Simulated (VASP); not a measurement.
# MnO2 (R-3m) in VASP: further runs

The runs below take MnO2 through single point, with LDA, PBE.

All numbers are computed with VASP 6.6.1; they aren't measurements. Logs are shortened: lines on timing, memory, paths and dates and some standing lists are left out, and cuts for length are marked.

### Step 1. The cell of the first run

The structure is trigonal, space group R-3m (No. 166). The conventional cell has a = 2.913 Å, b = 2.913 Å, c = 14.022 Å, α = 90.00°, β = 90.00°, γ = 120.00°. Mn (site symmetry -3m) has 6 O at 1.94 Å within 2.6 Å. O (site symmetry 3m) has 3 Mn at 1.94 Å and 3 O at 2.56 Å within 2.6 Å.

### Step 2. Single point, LDA, collinear spin, ferromagnetic start

INCAR

```
ALGO = Normal
EDIFF = 1E-6
ENCUT = 700
GGA_COMPAT = False
ISIF = 2
ISMEAR = -1
ISPIN = 2
LASPH = True
LCHARG = False
LMAXMIX = 4
LORBIT = 11
LREAL = False
LWAVE = False
MAGMOM = 4 0 0
NBANDS = 24
NELM = 200
PREC = Accurate
SIGMA = 0.05
```

KPOINTS

```
k-points
0
Gamma
  11 11 11
```

POSCAR

```
MnO2
1.0
    1.4564504782      0.8408820756      4.6738353618
   -1.4564504782      0.8408820756      4.6738353618
    0.0000000000     -1.6817641514      4.6738353618
Mn O
1 2
Direct
    0.0000000000      0.0000000000      0.0000000000
    0.7356355100      0.7356355100      0.7356355100
    0.2643644900      0.2643644900      0.2643644900
```

Potentials or basis: VASP PAW LDA potentials, release 64 (Mn_sv, O).

On the command line:

```console
> cat potpaw_LDA.64/Mn_sv/POTCAR potpaw_LDA.64/O/POTCAR > POTCAR
> mpirun -np 1 vasp_std > vasp.out
```

OUTCAR:

```text
EDIFF = 1E-6
   ENCUT = 700
   ISIF = 2
   ISMEAR = -1
   ISPIN = 2
   LASPH = True
   LORBIT = 11
   LREAL = False
   NELM = 200
   PREC = Accurate

 ion  position               nearest neighbor table
   1  0.000  0.000  0.000-   2 1.94   2 1.94   3 1.94   3 1.94   2 1.94   3 1.94
   2  0.736  0.736  0.736-   1 1.94   1 1.94   1 1.94
   3  0.264  0.264  0.264-   1 1.94   1 1.94   1 1.94

  LATTYP: Found a trigonal (rhomboedric) cell.
 ALAT       =     4.9671991756
 COS(alpha) =     0.8280515398

  Lattice vectors:

 A1 = (   1.4564504782,   0.8408820756,   4.6738353618)
 A2 = (  -1.4564504782,   0.8408820756,   4.6738353618)
 A3 = (   0.0000000000,  -1.6817641514,   4.6738353618)

Analysis of symmetry for initial positions (statically):
=====================================================================
 Subroutine PRICEL returns:
 Original cell was already a primitive cell.

 Routine SETGRP: Setting up the symmetry group for a
 trigonal (rhombohedral) supercell.

 Subroutine GETGRP returns: Found 12 space group operations
 (whereof 12 operations were pure point group operations)
 out of a pool of 12 trial point group operations.

The static configuration has the point symmetry D_3d.

Analysis of symmetry for dynamics (positions and initial velocities):
=====================================================================
 Subroutine PRICEL returns:
 Original cell was already a primitive cell.

 Routine SETGRP: Setting up the symmetry group for a
 trigonal (rhombohedral) supercell.

 Subroutine GETGRP returns: Found 12 space group operations
 (whereof 12 operations were pure point group operations)
 out of a pool of 12 trial point group operations.

The dynamic configuration has the point symmetry D_3d.

Analysis of structural, dynamic, and magnetic symmetry:
=====================================================================
 Subroutine PRICEL returns:
 Original cell was already a primitive cell.

 Routine SETGRP: Setting up the symmetry group for a
 trigonal (rhombohedral) supercell.

 Subroutine GETGRP returns: Found 12 space group operations
 (whereof 12 operations were pure point group operations)
 out of a pool of 12 trial point group operations.

The overall configuration has the point symmetry D_3d.

 Subroutine INISYM returns: Found 12 space group operations
 (whereof 12 operations are pure point group operations),
 and found     1 'primitive' translations

----------------------------------------------------------------------------------------

                                     Primitive cell

  volume of cell :      34.3444

  direct lattice vectors                    reciprocal lattice vectors
     1.456450478  0.840882076  4.673835362     0.343300378  0.198204566  0.071319015
    -1.456450478  0.840882076  4.673835362    -0.343300378  0.198204566  0.071319015
     0.000000000 -1.681764151  4.673835362     0.000000000 -0.396409132  0.071319015

  length of vectors
     4.967199176  4.967199176  4.967199176     0.402773635  0.402773635  0.402773635

  position of ions in fractional coordinates (direct lattice)
     0.000000000  0.000000000  0.000000000
     0.735635510  0.735635510  0.735635510
     0.264364490  0.264364490  0.264364490

  ion indices of the primitive-cell ions
   primitive index   ion index
                 1           1
                 2           2
                 3           3

----------------------------------------------------------------------------------------

 KPOINTS: k-points

Automatic generation of k-mesh.
 Grid dimensions read from file:
 generate k-points for:   11   11   11

 Generating k-lattice:

  Cartesian coordinates                     Fractional coordinates (reciprocal lattice)
     0.031209125  0.018018597  0.006483547     0.090909091 -0.000000000  0.000000000
    -0.031209125  0.018018597  0.006483547    -0.000000000  0.090909091  0.000000000
     0.000000000 -0.036037194  0.006483547     0.000000000  0.000000000  0.090909091

  Length of vectors
     0.036615785  0.036615785  0.036615785

  Shift w.r.t. Gamma in fractional coordinates (k-lattice)
     0.000000000  0.000000000  0.000000000

 Subroutine IBZKPT returns following result:
 ===========================================

 Found    146 irreducible k-points:

 Following reciprocal coordinates:
            Coordinates               Weight
  0.000000  0.000000  0.000000      1.000000
  0.090909  0.000000  0.000000      6.000000
  0.181818  0.000000  0.000000      6.000000
  0.272727  0.000000  0.000000      6.000000
  0.363636  0.000000  0.000000      6.000000
  0.454545  0.000000 -0.000000      6.000000
[... 16 lines left out ...]
 -0.272727  0.181818 -0.000000     12.000000
 -0.181818  0.181818  0.000000      6.000000
 [... further k-points ...]
   k-points           NKPTS =    146   k-points in BZ     NKDIM =    146   number of bands    NBANDS=     24
   number of dos      NEDOS =    301   number of ions     NIONS =      3
   total plane-waves  NPLWV = 110592
   dimension x,y,z NGX =    48 NGY =   48 NGZ =   48
   dimension x,y,z NGXF=    96 NGYF=   96 NGZF=   96
   ions per type =               1   2
   NGX,Y,Z   is equivalent  to a cutoff of  16.06, 16.06, 16.06 a.u.
   NGXF,Y,Z  is equivalent  to a cutoff of  32.13, 32.13, 32.13 a.u.
 SYSTEM =  unknown system
   PREC   = accura    normal or accurate (medium, high low for compatibility)
   ISTART =      0    job   : 0-new  1-cont  2-samecut
   ICHARG =      2    charge: 1-file 2-atom 10-const
   ISPIN  =      2    spin polarized calculation?
   LNONCOLLINEAR =      F non collinear calculations
   LSORBIT =      F    spin-orbit coupling
   LASPH  =      T    aspherical Exc in radial PAW
   ENCUT  =  700.0 eV  51.45 Ry    7.17 a.u.  10.72 10.72 10.72*2*pi/ulx,y,z
   NELM   =    200;   NELMIN=  2; NELMDL= -5     # of ELM steps
   EDIFF  = 0.1E-05   stopping-criterion for ELM
   LREAL  =      F    real-space projection
   EDIFFG = 0.1E-04   stopping-criterion for IOM
   NSW    =      0    number of steps for IOM
   IBRION =     -1    ionic relax: 0-MD 1-quasi-New 2-CG
   NFREE  =      0    steps in history (QN), initial steepest desc. (CG)
   ISIF   =      2    stress and relaxation
   ISYM   =      2    0-nonsym 1-usesym 2-fastsym
   POTIM  = 0.5000    time-step for ionic-motion
   TEBEG  =    0.0;   TEEND  =   0.0 temperature during run
   PSTRESS=    0.0 pullay stress
   NELECT =      27.0000    total number of electrons
   NUPDOWN=      -1.0000    fix difference up-down
   EMIN   =  10.00;   EMAX   =-10.00  energy-range for DOS
   EFERMI =   0.00;   METHOD = LEGACY
   ISMEAR =    -1;   SIGMA  =   0.05  broadening in eV -4-tet -1-fermi 0-gaus
   EFERMI_NEDOS =   21; number of points for ismear=-14 and -15
   IALGO  =     38    algorithm
   IMIX   =      4    mixing-type and parameters
     AMIX     =   0.40;   BMIX     =  1.00
     AMIX_MAG =   1.60;   BMIX_MAG =  1.00
  volume/ion in A,a.u.               =      11.45        77.26
  Fermi-wavevector in a.u.,A,eV,Ry     =   1.510930  2.855243 31.060857  2.282909
  Thomas-Fermi vector in A             =   2.621054
   LORBIT       =     11    0 simple, 1 ext, 2 COOP (PROOUT), +10 PAW based schemes
   GGA     = CA    functional components
   LHFCALC =     F    Hartree Fock is set to
   AEXX    =    0.0000 exact exchange contribution
   IVDW    =     0    specifies the selected vdW correction
   LEPSILON=     F    determine dielectric tensor
   LRPA    =     F    only Hartree local field effects (RPA)
 spin polarized calculation
  energy-cutoff  :      700.00
  volume of cell :       34.34
 maximum number of plane-waves:      1461
 NGX is ok and might be reduce to    48
   NGX = 21   NGY = 21   NGZ = 21

 number of electron      27.0000003 magnetization       2.9999762

 Free energy of the ion-electron system (eV)
  ---------------------------------------------------
  ext. energy  EPLUGINS =         0.00000000
  ---------------------------------------------------
  free energy    TOTEN  =       -26.11895991 eV

  energy without entropy =      -26.11888604  energy(sigma->0) =      -26.11892297

 E-fermi :   3.7834     XC(G=0): -11.1969

 val. band max:        3.4815029661   @ k =  -0.4545   0.4545   0.4545
 cond. band min:       4.0472715800   @ k =   0.0000   0.0000   0.0000
 fundamental gap:      0.5657686139
 Fermi energy:         3.7833937374

 spin component 1

 k-point     1 :       0.0000    0.0000    0.0000
  band No.  band energies     occupation
      1     -77.1115      1.00000
      2     -46.2497      1.00000
      3     -46.2497      1.00000
      4     -46.2227      1.00000
      5     -15.5510      1.00000
      6     -13.3683      1.00000
[... 16 lines left out ...]
     23      24.5326      0.00000
     24      25.5375      0.00000
[... 598 lines left out ...]
      2     -46.3356      1.00000
      3     -46.2803      1.00000
      4     -46.2073      1.00000
      5     -14.5827      1.00000
      6     -13.6310      1.00000
[... 16 lines left out ...]
     23      22.2183      0.00000
     24      23.1879      0.00000

 [... further k-points ...]

 spin component 2

 k-point     1 :       0.0000    0.0000    0.0000
  band No.  band energies     occupation
      1     -74.1306      1.00000
      2     -43.4077      1.00000
      3     -43.4077      1.00000
      4     -43.2437      1.00000
      5     -15.3826      1.00000
      6     -13.2476      1.00000
[... 16 lines left out ...]
     23      24.8662      0.00000
     24      26.2631      0.00000
[... 598 lines left out ...]
      2     -43.5095      1.00000
      3     -43.4435      1.00000
      4     -43.2243      1.00000
      5     -14.4261      1.00000
      6     -13.4880      1.00000
[... 16 lines left out ...]
     23      22.6109      0.00000
     24      23.6622      0.00000

 [... further k-points ...]

------------------------ aborting loop because EDIFF is reached ----------------------------------------

  FORCE on cell =-STRESS in cart. coord.  units (eV):
  Direction    XX          YY          ZZ          XY          YZ          ZX
  --------------------------------------------------------------------------------------
  -------------------------------------------------------------------------------------
  Total       -4.4462566     -4.4462566     -2.8514418      0.0000000      0.0000000      0.0000000
  in kB     -207.4195188   -207.4195188   -133.0208207      0.0000000      0.0000000      0.0000000
  external PRESSURE =    -182.6199528 kB  Pullay stress =       0.0000000 kB

 VOLUME and BASIS-vectors are now :
 -----------------------------------------------------------------------------
  energy-cutoff  :      700.00
  volume of cell :       34.34
      direct lattice vectors                 reciprocal lattice vectors
     1.456450478  0.840882076  4.673835362     0.343300378  0.198204566  0.071319015
    -1.456450478  0.840882076  4.673835362    -0.343300378  0.198204566  0.071319015
     0.000000000 -1.681764151  4.673835362     0.000000000 -0.396409132  0.071319015

 POSITION                                       TOTAL-FORCE (eV/Angst)
 -----------------------------------------------------------------------------------
      0.00000      0.00000      0.00000         0.000000     -0.000000      0.000000
      0.00000     -0.00000     10.31472         0.000000      0.000000     -1.268513
      0.00000     -0.00000      3.70679         0.000000     -0.000000      1.268513
 -----------------------------------------------------------------------------------
    total drift:                                0.000000      0.000000      0.000000

  FREE ENERGIE OF THE ION-ELECTRON SYSTEM (eV)
  ---------------------------------------------------
  free  energy   TOTEN  =       -26.1189599093 eV

  energy  without entropy=      -26.1188860351  energy(sigma->0) =      -26.11892297

 total charge

# of ion       s       p       d       tot
------------------------------------------
    1        2.195   6.096   4.452  12.743
    2        1.566   3.363   0.000   4.929
    3        1.566   3.363   0.000   4.929
--------------------------------------------------
tot          5.326  12.823   4.452  22.601

 magnetization (x)

# of ion       s       p       d       tot
------------------------------------------
    1        0.021   0.015   2.689   2.725
    2        0.004   0.031   0.000   0.035
    3        0.004   0.031   0.000   0.035
--------------------------------------------------
tot          0.028   0.077   2.689   2.795
```

Run time: 25 min. Hardware: 1 thread of Intel Xeon Platinum 8488C (Sapphire Rapids), shared host; peak memory 0.45 GiB.

Results:

| Item | Value |
| --- | --- |
| Free energy | -26.1190 eV |
| Pressure | -18.3 GPa |
| Largest force | 1.269 eV/Å |
| Band gap on the k mesh | 0.57 eV (least direct gap 0.63 eV) |
| Net moment | 3.00 μB per cell |
| Site moments | Mn +2.73; O +0.04 μB |
| Valence electrons inside the program's atomic spheres | Mn 12.74; O 4.93 |

Forces on the atoms (eV/Å):
```
Mn   0.000  0.000  0.000
O    0.000  0.000 -1.269
O    0.000  0.000  1.269
```

Levels at points of the mesh, in eV from the valence-band top:
Spin up:
```
           k point  band 11  band 12  band 13  band 14  band 15  band 16  band 17  band 18  band 19  band 20
(0.00, 0.00, 0.00)    -2.18    -1.42    -1.42    -1.12    -0.27     2.56     2.56     6.53     9.79    14.00
```
Spin down:
| k point | band 9 | band 10 | band 11 | band 12 | band 13 | band 14 | band 15 | band 16 |
| --- | --- | --- | --- | --- | --- | --- | --- | --- |
| (0.00, 0.00, 0.00) | -4.78 | -1.32 | -1.32 | -0.97 | 0.57 | 0.57 | 2.11 | 3.94 |

Caveat: the stress differs along the axes, from -21 to -13 GPa; a cell with one magnetic atom can't hold antiferromagnetic order, which such compounds often take; forces of over 1 eV/Å act on the atoms, so gaps and moduli don't describe the material at rest. A k mesh can miss the band edges.

### Step 3. Single point, PBE, collinear spin, ferromagnetic start

This run uses another cell than the first one, of 10.80 Å³/atom.

INCAR

```
SYSTEM = MnO2
PREC     = Accurate       ! precision mode
ENCUT    = 700            ! plane-wave cutoff, eV
EDIFF    = 1E-6           ! SCF threshold, eV
ISMEAR   = -1             ! smearing method
SIGMA    = 0.05           ! smearing width, eV
LREAL    = .False.        ! projectors in reciprocal space
LASPH    = .True.         ! aspherical terms in the spheres
NELM     = 200            ! most SCF steps
ALGO     = Normal         ! electronic algorithm
ISIF     = 2              ! what is computed and relaxed
LWAVE    = .False.        ! write WAVECAR
LCHARG   = .False.        ! write CHGCAR
ISPIN    = 2              ! spin polarisation
MAGMOM   = 4 0 0          ! initial moments
LORBIT   = 11             ! projections on sites
LMAXMIX  = 4              ! l up to which the mixer works
GGA      = PE             ! functional
NBANDS   = 24             ! bands
GGA_COMPAT= .False.
```

KPOINTS

```
regular mesh
0
Gamma
  11 11 11
  0 0 0
```

POSCAR

```
MnO2
1.0
    1.4284348394      0.8247072390      4.5839315268
   -1.4284348394      0.8247072390      4.5839315268
    0.0000000000     -1.6494144781      4.5839315268
Mn O
1 2
Direct
    0.0000000000      0.0000000000      0.0000000000
    0.7356355100      0.7356355100      0.7356355100
    0.2643644900      0.2643644900      0.2643644900
```

Potentials or basis: VASP PAW PBE potentials, release 64 (Mn_sv, O).

On the command line:

```console
> cat potpaw_PBE.64/Mn_sv/POTCAR potpaw_PBE.64/O/POTCAR > POTCAR
> mpirun -np 1 vasp_std > vasp.out
```

Wall time 15 min (1 thread of Intel Xeon Platinum 8488C (Sapphire Rapids), shared host); peak memory 0.48 GiB.

The run converged. Its results:

```yaml
Free_energy: -24.0217 eV
Pressure: 4.6 GPa
Largest_force: 0.196 eV/Å
Band_gap_on_the_k_mesh: 0.87 eV (least direct gap 0.93 eV)
Net_moment: 3.00 μB per cell
Site_moments: Mn +2.72; O +0.04 μB
Valence_electrons_inside_the_program's_atomic_spheres: Mn 12.78; O 5.00
```

Forces in eV/Å, atoms in the order of the input:
```
Mn   0.000  0.000  0.000
O    0.000  0.000  0.196
O    0.000  0.000 -0.196
```

Stress tensor (GPa, compression positive):
```
4.95 0.00 0.00
0.00 4.95 0.00
0.00 0.00 3.99
```

Levels at points of the mesh, in eV from the valence-band top:
Spin up:
| k point | band 12 | band 13 | band 14 | band 15 | band 16 | band 17 | band 18 | band 19 |
| --- | --- | --- | --- | --- | --- | --- | --- | --- |
| (0.00, 0.00, 0.00) | -1.40 | -1.40 | -1.14 | -0.31 | 2.95 | 2.95 | 7.19 | 10.37 |
Spin down:
| k point | band 9 | band 10 | band 11 | band 12 | band 13 | band 14 | band 15 | band 16 |
| --- | --- | --- | --- | --- | --- | --- | --- | --- |
| (0.00, 0.00, 0.00) | -5.06 | -1.33 | -1.33 | -0.96 | 0.87 | 0.87 | 2.53 | 4.24 |

Caveat: the cell stands under pressure; a cell with one magnetic atom can't hold antiferromagnetic order, which such compounds often take.
